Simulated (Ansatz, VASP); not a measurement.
**One calculation of O, two programs**

Contents of INCAR:

```
ALGO = Normal
EDIFF = 1E-8
ENCUT = 520
ISIF = 2
ISMEAR = -1
LASPH = True
LCHARG = False
LEFG = True
LREAL = False
LWAVE = False
NBANDS = 13
NELM = 80
PREC = Accurate
SIGMA = 0.08
```

File KPOINTS:

```
k-points
0
Gamma
  14 14 14
```

The input POSCAR:

```
O
1.0
    0.0000000000      1.8898850000      3.8988370000
    1.5017730000      0.0000000000      3.8988370000
    1.5017730000      1.8898850000      0.0000000000
O
2
Direct
    0.4210980000      0.4210980000      0.5789020000
    0.5789020000      0.5789020000      0.4210980000
```

Input for Ansatz:

```yaml
crystal:
  lattice:
    - [0.0, 1.889885, 3.898837]
    - [1.501773, 0.0, 3.898837]
    - [1.501773, 1.889885, 0.0]
  atoms:
    - { symbol: O, position: [0.421098, 0.421098, 0.578902] }
    - { symbol: O, position: [0.578902, 0.578902, 0.421098] }
kpoints:
  mp_grid: { grid: [14, 14, 14] }
  band_path:
    path:
      - [0.0, 0.0, 0.0]
      - [0.5, 0.0, 0.5]
      - [1.0, 0.5, 0.5]
      - [0.5, 0.5, 0.0]
      - [0.0, 0.0, 0.0]
      - [0.0, 0.4449539306, 0.4449539306]
      - [1.0, 0.5550460694, 0.5550460694]
      - [1.0, 0.5, 0.5]
      - [0.5, 0.0, 0.5]
    npoints: 14
scf:
  occupations: { method: fermi_dirac, width: 0.08 }
hamiltonian:
  xc: lda
  pseudopotentials: { kind: paw }
output:
  forces: true
  stress: true
  eigenvalues: true
  efg: { contact_densities: true }
  populations: true
  bader: true
  dos: { projected: true, de: 0.2, e_range: [-14, 8] }
  write_density: true
  write_potential: true
  elf: true
  volumetric_format: npy
```

Alike in both runs: task electric field gradients; functional LDA; k mesh 14 × 14 × 14; occupations fermi-dirac, width 0.08 eV; no spin polarisation.

```csv
,VASP,Ansatz
version,VASP 6.6.1,Ansatz 0.2.0
potentials or method,"VASP PAW LDA potentials, release 64 (O)","PAW with Ansatz's default frozen-core files, scalar-relativistic"
plane-wave cutoff (eV),520,420
valence electrons in the cell,12,12
```

Ansatz gave:

- pressure (GPa): -11.9
- traceless stress, the component that is largest in VASP (GPa): 6.36
- rms of the force components (eV/Å): 1.316
- size of Vzz on the site where it differs most (V/Å²): 128.9

Task: Which values does VASP return?

Result: Pressure (GPa): -8.1; traceless stress, the component that is largest in VASP (GPa): 2.26; rms of the force components (eV/Å): 0.509; size of Vzz on the site where it differs most (V/Å²): 130.5.

LDA's correlation is that of Perdew and Zunger in VASP and of Perdew and Wang (1992) in Ansatz. Atom by atom the forces differ by 0.807 eV/Å (rms over components).

Noted on VASP's run: the standard files for N, O and F lose accuracy on very short bonds; spin is off for a triplet molecule.
